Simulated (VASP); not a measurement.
Runs of VASP 6.6.1 on Si3F. The structure is that of space group Im-3m (No. 229), or close to it. The cells are those of the table. 

```tsv
task	spin	cell	k mesh	cutoff (eV)	gap on the mesh (eV)	pressure (GPa)
single point	off	a = 4.266 Å, angles 109.5°, 4 atoms	14 × 14 × 14	520	none	-0.1
single point	off	a = 4.403 Å, angles 109.5°, 4 atoms	6 × 6 × 6	520	none	-7.0
single point	collinear, ferromagnetic start	a = 4.403 Å, angles 109.5°, 4 atoms	6 × 6 × 6	520	none	(a)
single point	off	a = 4.272 Å, angles 109.5°, 4 atoms	6 × 6 × 6	520	none	-0.1
relaxation of cell and atoms	off	relaxed from a = 4.403 Å, angles 109.5°, 4 atoms	6 × 6 × 6	600	none	0.0
```

Alike in all rows: level PBE; potentials or basis VASP PAW PBE potentials, release 64 (Si, F); smearing gaussian 0.1 eV.

**Question.** Estimate the missing entries.

**Answer.** (a) -6.9.

Caveats: an odd number of electrons without spin polarisation forces a metal (some runs); a magnetic or distorted state may lie lower (some runs).

A gap of «none» marks levels without a gap at the run's occupations.
